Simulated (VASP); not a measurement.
Input of a VASP 6.6.1 run:

The input INCAR:

```
ALGO = Normal ; EDIFF = 1E-6
ENCUT = 750 ; GGA = PS
GGA_COMPAT = F ; ISIF = 2
ISMEAR = 0 ; LASPH = T
LCHARG = F ; LREAL = F
LWAVE = F ; NBANDS = 8
NELM = 120 ; PREC = Accurate
SIGMA = 0.05
```

The input KPOINTS:

```
k-points
0
Gamma
  10 10 10
```

File POSCAR:

```
Li
1.0
    0.0000000000      2.1601302202      2.1601302202
    2.1601302202      0.0000000000      2.1601302202
    2.1601302202      2.1601302202      0.0000000000
Li
1
Direct
    0.0000000000      0.0000000000      0.0000000000
```

Potentials or basis: VASP PAW PBE potentials, release 64 (Li_sv).

The run is started by

```sh
$ cat potpaw_PBE.64/Li_sv/POTCAR > POTCAR
$ mpirun -np 1 vasp_std > vasp.out
```

Predict the pressure.

-0.1 GPa.

What does it give for the band gap on the k mesh?

Zero (an odd number of electrons rules out a gap without spin polarisation).

Caveat: the PAW data sets were made with another functional, which shifts forces and pressure a little.
